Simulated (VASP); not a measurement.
# GaSb in VASP: a series of runs

GaSb is run at these levels: r2SCAN; tasks: single point.

All numbers are computed with VASP 6.6.1; they aren't measurements. Logs are shortened: lines on timing, memory, paths and dates and some standing lists are left out, and cuts for length are marked.

## (1) The cell of the first run

Symmetry: I-4m2, No. 119, tetragonal system. The conventional cell has a = 4.380 Å, b = 4.380 Å, c = 6.078 Å, α = 90.00°, β = 90.00°, γ = 90.00°. Within 3.5 Å of Ga (site symmetry -4m2) lie 4 Sb at 2.67 Å. Within 3.5 Å of Sb (site symmetry -4m2) lie 4 Ga at 2.67 Å.

## (2) Single point, r2SCAN (in-plane strain +0.01, then relaxed in part)

POSCAR

```
GaSb
1.0
    3.0969476996      3.0969476996      0.0000000000
   -3.0969476996      3.0969476996      0.0000000000
    0.0000000000      3.0969476996      3.0391089067
Ga Sb
1 1
Direct
    0.0000000000      0.0000000000      0.0000000000
    0.7500000000      0.2500000000      0.5000000000
```

INCAR.step1

```
PREC = Accurate ; ENCUT = 520
ISMEAR = 0 ; SIGMA = 0.01
LREAL = F ; LASPH = T
NELM = 60 ; NBANDS = 16
GGA = PE ; ALGO = Normal
EDIFF = 1E-4 ; LWAVE = T
LCHARG = F
```

INCAR.step2

```
PREC = Accurate ; ENCUT = 520
EDIFF = 1E-6 ; ISMEAR = 0
SIGMA = 0.01 ; LREAL = F
LASPH = T ; NELM = 60
ALGO = Normal ; ISIF = 2
LWAVE = F ; LCHARG = F
METAGGA = R2SCAN ; LMIXTAU = T
NBANDS = 16 ; ISTART = 1
```

KPOINTS

```
Automatic mesh
0
Gamma
  6 6 6
```

Potentials or basis: VASP PAW PBE potentials, release 64 (Ga_d, Sb).

Started as:

```bash
$ cat potpaw_PBE.64/Ga_d/POTCAR potpaw_PBE.64/Sb/POTCAR > POTCAR
$ cp INCAR.step1 INCAR
$ mpirun -np 1 vasp_std > vasp.out
$ cp INCAR.step2 INCAR
$ mpirun -np 1 vasp_std > vasp.out
```

OUTCAR:

```text
PREC = Accurate
   ENCUT = 520
   EDIFF = 1E-6
   ISMEAR = 0
   LREAL = F
   LASPH = T
   NELM = 60
   ISIF = 2
   METAGGA = R2SCAN
   ISTART = 1

 ion  position               nearest neighbor table
   1  0.000  0.000  0.000-   2 2.67   2 2.67   2 2.67   2 2.67
   2  0.750  0.250  0.500-   1 2.67   1 2.67   1 2.67   1 2.67

  LATTYP: Found a body centered tetragonal cell.
 ALAT       =     4.3797454387
 C/A-ratio  =     1.3878016196

  Lattice vectors:

 A1 = (   3.0969476996,   0.0000000000,  -3.0391089067)
 A2 = (  -3.0969476996,   0.0000000000,  -3.0391089067)
 A3 = (   0.0000000000,   3.0969476996,   3.0391089067)

Analysis of symmetry for initial positions (statically):
=====================================================================
 Subroutine PRICEL returns:
 Original cell was already a primitive cell.

 Routine SETGRP: Setting up the symmetry group for a
 body centered tetragonal supercell.

 Subroutine GETGRP returns: Found  8 space group operations
 (whereof  8 operations were pure point group operations)
 out of a pool of 16 trial point group operations.

The static configuration has the point symmetry D_2d.

Analysis of symmetry for dynamics (positions and initial velocities):
=====================================================================
 Subroutine PRICEL returns:
 Original cell was already a primitive cell.

 Routine SETGRP: Setting up the symmetry group for a
 body centered tetragonal supercell.

 Subroutine GETGRP returns: Found  8 space group operations
 (whereof  8 operations were pure point group operations)
 out of a pool of 16 trial point group operations.

The dynamic configuration has the point symmetry D_2d.

 Subroutine INISYM returns: Found  8 space group operations
 (whereof  8 operations are pure point group operations),
 and found     1 'primitive' translations

----------------------------------------------------------------------------------------

                                     Primitive cell

  volume of cell :      58.2967

  direct lattice vectors                    reciprocal lattice vectors
     3.096947700  3.096947700  0.000000000     0.161449288  0.161449288 -0.164521909
    -3.096947700  3.096947700  0.000000000    -0.161449288  0.161449288 -0.164521909
[... 77 lines left out ...]
   ISTART =      1    job   : 0-new  1-cont  2-samecut
   ICHARG =      0    charge: 1-file 2-atom 10-const
   ISPIN  =      1    spin polarized calculation?
   LNONCOLLINEAR =      F non collinear calculations
   LSORBIT =      F    spin-orbit coupling
   LASPH  =      T    aspherical Exc in radial PAW
   ENCUT  =  520.0 eV  38.22 Ry    6.18 a.u.   8.14  8.14  8.07*2*pi/ulx,y,z
   NELM   =     60;   NELMIN=  2; NELMDL=  0     # of ELM steps
   EDIFF  = 0.1E-05   stopping-criterion for ELM
   LREAL  =      F    real-space projection
   EDIFFG = 0.1E-04   stopping-criterion for IOM
   NSW    =      0    number of steps for IOM
   IBRION =     -1    ionic relax: 0-MD 1-quasi-New 2-CG
   NFREE  =      0    steps in history (QN), initial steepest desc. (CG)
   ISIF   =      2    stress and relaxation
   ISYM   =      2    0-nonsym 1-usesym 2-fastsym
   POTIM  = 0.5000    time-step for ionic-motion
   TEBEG  =    0.0;   TEEND  =   0.0 temperature during run
   PSTRESS=    0.0 pullay stress
   NELECT =      18.0000    total number of electrons
   NUPDOWN=      -1.0000    fix difference up-down
   EMIN   =  10.00;   EMAX   =-10.00  energy-range for DOS
   EFERMI =   0.00;   METHOD = LEGACY
   ISMEAR =     0;   SIGMA  =   0.01  broadening in eV -4-tet -1-fermi 0-gaus
   EFERMI_NEDOS =   21; number of points for ismear=-14 and -15
   IALGO  =     38    algorithm
   IMIX   =      4    mixing-type and parameters
     AMIX     =   0.40;   BMIX     =  1.00
     AMIX_MAG =   1.60;   BMIX_MAG =  1.00
  volume/ion in A,a.u.               =      29.15       196.70
  Fermi-wavevector in a.u.,A,eV,Ry     =   1.106499  2.090980 16.658155  1.224340
  Thomas-Fermi vector in A             =   2.243001
   LORBIT       =      0    0 simple, 1 ext, 2 COOP (PROOUT), +10 PAW based schemes
   METAGGA = R2SCAN    functional components
   LHFCALC =     F    Hartree Fock is set to
   AEXX    =    0.0000 exact exchange contribution
   IVDW    =     0    specifies the selected vdW correction
   LEPSILON=     F    determine dielectric tensor
   LRPA    =     F    only Hartree local field effects (RPA)
 non-spin polarized calculation
 Gauss-broadening in eV      SIGMA  =   0.01
  energy-cutoff  :      520.00
  volume of cell :       58.30
 maximum number of plane-waves:      1590
 NGX is ok and might be reduce to    36
   NGX = 17   NGY = 17   NGZ = 17

 number of electron      17.9999999 magnetization

 Free energy of the ion-electron system (eV)
  ---------------------------------------------------
  ext. energy  EPLUGINS =         0.00000000
  ---------------------------------------------------
  free energy    TOTEN  =       -37.57608746 eV

  energy without entropy =      -37.57608746  energy(sigma->0) =      -37.57608746

 E-fermi :   4.6993     XC(G=0):  -9.6343

 val. band max:        4.5789943836   @ k =   0.0000   0.0000   0.0000
 cond. band min:       4.8143065835   @ k =   0.0000   0.0000   0.0000
 fundamental gap:      0.2353121999
 Fermi energy:         4.6993216346

 k-point     1 :       0.0000    0.0000    0.0000
  band No.  band energies     occupation
      1     -10.9685      2.00000
      2     -10.9684      2.00000
      3     -10.9659      2.00000
      4     -10.9151      2.00000
      5     -10.9125      2.00000
      6      -7.2951      2.00000
[... 433 lines left out ...]
      3     -10.9473      2.00000
      4     -10.9196      2.00000
      5     -10.9122      2.00000
      6      -5.0123      2.00000
[... 8 lines left out ...]
     15      15.5624      0.00000
     16      15.8003      0.00000

 [... further k-points ...]
[... 5 lines left out ...]
  --------------------------------------------------------------------------------------
  -------------------------------------------------------------------------------------
  Total       -0.3063243     -0.3063243      0.0257326      0.0000000      0.0000000     -0.0000000
  in kB       -8.4187582     -8.4187582      0.7072126      0.0000000      0.0000000     -0.0000000
  external PRESSURE =      -5.3767679 kB  Pullay stress =       0.0000000 kB

 VOLUME and BASIS-vectors are now :
 -----------------------------------------------------------------------------
  energy-cutoff  :      520.00
  volume of cell :       58.30
      direct lattice vectors                 reciprocal lattice vectors
     3.096947700  3.096947700  0.000000000     0.161449288  0.161449288 -0.164521909
    -3.096947700  3.096947700  0.000000000    -0.161449288  0.161449288 -0.164521909
     0.000000000  3.096947700  3.039108907     0.000000000  0.000000000  0.329043819

 POSITION                                       TOTAL-FORCE (eV/Angst)
 -----------------------------------------------------------------------------------
      0.00000      0.00000      0.00000        -0.000000      0.000000      0.000000
      1.54847      4.64542      1.51955         0.000000     -0.000000      0.000000
 -----------------------------------------------------------------------------------
    total drift:                               -0.000127     -0.000000      0.000000

  FREE ENERGIE OF THE ION-ELECTRON SYSTEM (eV)
  ---------------------------------------------------
  free  energy   TOTEN  =       -37.5760874576 eV

  energy  without entropy=      -37.5760874576  energy(sigma->0) =      -37.57608746
```

OUTCAR.step1:

```text
PREC = Accurate
   ENCUT = 520
   ISMEAR = 0
   LREAL = F
   LASPH = T
[... 678 lines left out ...]
 -----------------------------------------------------------------------------------
      0.00000      0.00000      0.00000        -0.000000      0.000000      0.000000
      1.54847      4.64542      1.51955         0.000000     -0.000000      0.000000
 -----------------------------------------------------------------------------------
    total drift:                                0.000004      0.000000      0.000000

  FREE ENERGIE OF THE ION-ELECTRON SYSTEM (eV)
  ---------------------------------------------------
  free  energy   TOTEN  =        -7.3328679829 eV

  energy  without entropy=       -7.3328679829  energy(sigma->0) =       -7.33286798
```

OSZICAR.step1:

```text
N       E                     dE             d eps       ncg     rms          rms(c)
DAV:   1     0.812598152363E+02    0.81260E+02   -0.86217E+03   984   0.139E+03
DAV:   2    -0.114549045764E+01   -0.82405E+02   -0.79182E+02  1160   0.292E+02
DAV:   3    -0.727719552945E+01   -0.61317E+01   -0.61195E+01  1144   0.641E+01
DAV:   4    -0.738400468253E+01   -0.10681E+00   -0.10680E+00  1208   0.951E+00
DAV:   5    -0.738662296320E+01   -0.26183E-02   -0.26183E-02  1232   0.131E+00    0.312E+00
DAV:   6    -0.734370000530E+01    0.42923E-01   -0.62934E-02  1328   0.386E+00    0.187E+00
DAV:   7    -0.733126967177E+01    0.12430E-01   -0.38830E-02  1128   0.155E+00    0.351E-01
DAV:   8    -0.733231869349E+01   -0.10490E-02   -0.44479E-03  1248   0.754E-01    0.828E-02
DAV:   9    -0.733282283840E+01   -0.50414E-03   -0.67668E-04  1136   0.203E-01    0.318E-02
DAV:  10    -0.733286798291E+01   -0.45145E-04   -0.44903E-05   976   0.416E-02
   1 F= -.73328680E+01 E0= -.73328680E+01  d E =-.198616E-14
```

It took 58 s on 1 thread of AMD EPYC 9R45 (Zen 5), shared host; peak memory 0.19 GiB.

Results:

```
Free energy            : -37.5761 eV
Pressure               : -0.5 GPa
Band gap on the k mesh : 0.24 eV, direct
```

Levels at points of the mesh, in eV from the valence-band top:
| k point | band 7 | band 8 | band 9 | band 10 | band 11 | band 12 |
| --- | --- | --- | --- | --- | --- | --- |
| (0.00, 0.00, 0.00) | -0.11 | -0.11 | 0.00 | 0.24 | 2.87 | 2.93 |
| (0.50, 0.00, 0.00) | -6.56 | -1.33 | -1.19 | 0.56 | 3.89 | 3.99 |
| (0.50, 0.50, 0.00) | -7.07 | -2.67 | -2.66 | 1.11 | 1.48 | 9.04 |
| (0.00, 0.00, 0.50) | -6.98 | -2.78 | -2.78 | 0.96 | 1.36 | 9.07 |

Caveat: the cell differs from its parent crystal (in-plane strain +0.01, then relaxed in part); the PAW data sets were made with another functional, which shifts forces and pressure a little; spin-orbit coupling is left out, which moves the levels of the heavy elements.

## (3) Single point, r2SCAN (in-plane strain +0.01)

Changes to POSCAR since step 2:

```diff
@@ -4,3 +4,3 @@
    -3.0969476996      3.0969476996      0.0000000000
-    0.0000000000      3.0969476996      3.0391089067
+    0.0000000000      3.0969476996      3.0478871420
 Ga Sb
```

INCAR.step1

```
SYSTEM = GaSb
PREC = Accurate
ENCUT = 520
ISMEAR = 0
SIGMA = 0.01
LREAL = .False.
LASPH = .True.
NELM = 100
NBANDS = 16
GGA = PE
ALGO = Normal
EDIFF = 1E-4
LWAVE = .True.
LCHARG = .False.
```

INCAR.step2

```
SYSTEM = GaSb
PREC = Accurate
ENCUT = 520
EDIFF = 1E-6
ISMEAR = 0
SIGMA = 0.01
LREAL = .False.
LASPH = .True.
NELM = 100
ALGO = Normal
ISIF = 2
LWAVE = .False.
LCHARG = .False.
METAGGA = R2SCAN
LMIXTAU = .True.
NBANDS = 16
ISTART = 1
```

KPOINTS

```
Automatic mesh
0
Gamma
  6 6 6
  0 0 0
```

Potentials or basis: VASP PAW PBE potentials, release 64 (Ga_d, Sb).

Started as:

```bash
$ cat potpaw_PBE.64/Ga_d/POTCAR potpaw_PBE.64/Sb/POTCAR > POTCAR
$ cp INCAR.step1 INCAR
$ mpirun -np 1 vasp_std > vasp.out
$ cp INCAR.step2 INCAR
$ mpirun -np 1 vasp_std > vasp.out
```

OUTCAR:

```text
SYSTEM = GaSb
   PREC = Accurate
   ENCUT = 520
   EDIFF = 1E-6
   ISMEAR = 0
   LREAL = .False.
   LASPH = .True.
   NELM = 100
   ISIF = 2
   METAGGA = R2SCAN
   ISTART = 1

 ion  position               nearest neighbor table
   1  0.000  0.000  0.000-   2 2.67   2 2.67   2 2.67   2 2.67
   2  0.750  0.250  0.500-   1 2.67   1 2.67   1 2.67   1 2.67

  LATTYP: Found a body centered tetragonal cell.
 ALAT       =     4.3797454387
 C/A-ratio  =     1.3918101792

  Lattice vectors:

 A1 = (   3.0969476996,   0.0000000000,  -3.0478871420)
 A2 = (  -3.0969476996,   0.0000000000,  -3.0478871420)
 A3 = (   0.0000000000,   3.0969476996,   3.0478871420)

Analysis of symmetry for initial positions (statically):
=====================================================================
 Subroutine PRICEL returns:
 Original cell was already a primitive cell.

 Routine SETGRP: Setting up the symmetry group for a
 body centered tetragonal supercell.

 Subroutine GETGRP returns: Found  8 space group operations
 (whereof  8 operations were pure point group operations)
 out of a pool of 16 trial point group operations.

The static configuration has the point symmetry D_2d.

Analysis of symmetry for dynamics (positions and initial velocities):
=====================================================================
 Subroutine PRICEL returns:
 Original cell was already a primitive cell.

 Routine SETGRP: Setting up the symmetry group for a
 body centered tetragonal supercell.

 Subroutine GETGRP returns: Found  8 space group operations
 (whereof  8 operations were pure point group operations)
 out of a pool of 16 trial point group operations.

The dynamic configuration has the point symmetry D_2d.

 Subroutine INISYM returns: Found  8 space group operations
 (whereof  8 operations are pure point group operations),
 and found     1 'primitive' translations

----------------------------------------------------------------------------------------

                                     Primitive cell

  volume of cell :      58.4651
[... 105 lines left out ...]
   EFERMI_NEDOS =   21; number of points for ismear=-14 and -15
   IALGO  =     38    algorithm
   IMIX   =      4    mixing-type and parameters
     AMIX     =   0.40;   BMIX     =  1.00
     AMIX_MAG =   1.60;   BMIX_MAG =  1.00
  volume/ion in A,a.u.               =      29.23       197.27
  Fermi-wavevector in a.u.,A,eV,Ry     =   1.105436  2.088970 16.626155  1.221988
  Thomas-Fermi vector in A             =   2.241923
   LORBIT       =      0    0 simple, 1 ext, 2 COOP (PROOUT), +10 PAW based schemes
   METAGGA = R2SCAN    functional components
   LHFCALC =     F    Hartree Fock is set to
   AEXX    =    0.0000 exact exchange contribution
   IVDW    =     0    specifies the selected vdW correction
   LEPSILON=     F    determine dielectric tensor
   LRPA    =     F    only Hartree local field effects (RPA)
 non-spin polarized calculation
 Gauss-broadening in eV      SIGMA  =   0.01
  energy-cutoff  :      520.00
  volume of cell :       58.47
 maximum number of plane-waves:      1592
 NGX is ok and might be reduce to    36
   NGX = 17   NGY = 17   NGZ = 17

 number of electron      18.0000000 magnetization

 Free energy of the ion-electron system (eV)
  ---------------------------------------------------
  ext. energy  EPLUGINS =         0.00000000
  ---------------------------------------------------
  free energy    TOTEN  =       -37.57603639 eV

  energy without entropy =      -37.57603639  energy(sigma->0) =      -37.57603639

 E-fermi :   4.6518     XC(G=0):  -9.6210

 val. band max:        4.5386513269   @ k =   0.0000   0.0000   0.0000
 cond. band min:       4.7642138403   @ k =   0.0000   0.0000   0.0000
 fundamental gap:      0.2255625134
 Fermi energy:         4.6517501524

 k-point     1 :       0.0000    0.0000    0.0000
  band No.  band energies     occupation
      1     -10.9924      2.00000
      2     -10.9923      2.00000
      3     -10.9902      2.00000
      4     -10.9393      2.00000
      5     -10.9372      2.00000
      6      -7.3042      2.00000
[... 433 lines left out ...]
      3     -10.9715      2.00000
      4     -10.9438      2.00000
      5     -10.9368      2.00000
      6      -5.0325      2.00000
[... 8 lines left out ...]
     15      15.5108      0.00000
     16      15.7376      0.00000

 [... further k-points ...]
[... 5 lines left out ...]
  --------------------------------------------------------------------------------------
  -------------------------------------------------------------------------------------
  Total       -0.3443917     -0.3443917     -0.0591990      0.0000000      0.0000000     -0.0000000
  in kB       -9.4377105     -9.4377105     -1.6222894      0.0000000      0.0000000     -0.0000000
  external PRESSURE =      -6.8325701 kB  Pullay stress =       0.0000000 kB

 VOLUME and BASIS-vectors are now :
 -----------------------------------------------------------------------------
  energy-cutoff  :      520.00
  volume of cell :       58.47
      direct lattice vectors                 reciprocal lattice vectors
     3.096947700  3.096947700  0.000000000     0.161449288  0.161449288 -0.164048069
    -3.096947700  3.096947700  0.000000000    -0.161449288  0.161449288 -0.164048069
     0.000000000  3.096947700  3.047887142     0.000000000  0.000000000  0.328096138

 POSITION                                       TOTAL-FORCE (eV/Angst)
 -----------------------------------------------------------------------------------
      0.00000      0.00000      0.00000        -0.000000      0.000000      0.000000
      1.54847      4.64542      1.52394         0.000000     -0.000000      0.000000
 -----------------------------------------------------------------------------------
    total drift:                               -0.000100      0.000000      0.000000

  FREE ENERGIE OF THE ION-ELECTRON SYSTEM (eV)
  ---------------------------------------------------
  free  energy   TOTEN  =       -37.5760363936 eV

  energy  without entropy=      -37.5760363936  energy(sigma->0) =      -37.57603639
```

OSZICAR.step1:

```text
N       E                     dE             d eps       ncg     rms          rms(c)
DAV:   1     0.882096443751E+02    0.88210E+02   -0.86824E+03   960   0.138E+03
DAV:   2    -0.451684303629E+00   -0.88661E+02   -0.85657E+02  1136   0.316E+02
DAV:   3    -0.726206161729E+01   -0.68104E+01   -0.67981E+01  1136   0.672E+01
DAV:   4    -0.738530261170E+01   -0.12324E+00   -0.12323E+00  1208   0.103E+01
DAV:   5    -0.738810831418E+01   -0.28057E-02   -0.28056E-02  1216   0.137E+00    0.311E+00
DAV:   6    -0.734551323230E+01    0.42595E-01   -0.62837E-02  1376   0.385E+00    0.186E+00
DAV:   7    -0.733323095736E+01    0.12282E-01   -0.38821E-02  1120   0.155E+00    0.350E-01
DAV:   8    -0.733428177833E+01   -0.10508E-02   -0.44732E-03  1288   0.757E-01    0.827E-02
DAV:   9    -0.733478414204E+01   -0.50236E-03   -0.66914E-04  1128   0.204E-01    0.312E-02
DAV:  10    -0.733483412807E+01   -0.49986E-04   -0.49403E-05   976   0.428E-02
   1 F= -.73348341E+01 E0= -.73348341E+01  d E =-.115705E-11
```

Wall time 58 s (1 thread of AMD EPYC 9R45 (Zen 5), shared host); peak memory 0.19 GiB.

What came out:

| Property | Result |
| --- | --- |
| Free energy | -37.5760 eV |
| Pressure | -0.7 GPa |
| Band gap on the k mesh | 0.23 eV, direct |

Stress tensor (GPa, compression positive):
```
-0.94  0.00  0.00
 0.00 -0.94  0.00
 0.00  0.00 -0.16
```

Levels at points of the mesh, in eV from the valence-band top:
| k point | band 7 | band 8 | band 9 | band 10 | band 11 | band 12 |
| --- | --- | --- | --- | --- | --- | --- |
| (0.00, 0.00, 0.00) | -0.09 | -0.09 | 0.00 | 0.23 | 2.89 | 2.94 |
| (0.50, 0.00, 0.00) | -6.54 | -1.30 | -1.18 | 0.57 | 3.91 | 4.00 |
| (0.50, 0.50, 0.00) | -7.04 | -2.66 | -2.64 | 1.12 | 1.49 | 9.04 |
| (0.00, 0.00, 0.50) | -6.96 | -2.75 | -2.75 | 0.99 | 1.38 | 9.06 |

Caveat: the cell differs from its parent crystal (in-plane strain +0.01); the PAW data sets were made with another functional, which shifts forces and pressure a little; spin-orbit coupling is left out, which moves the levels of the heavy elements. A k mesh can miss the band edges.

(Continued in part 2 of 2.)
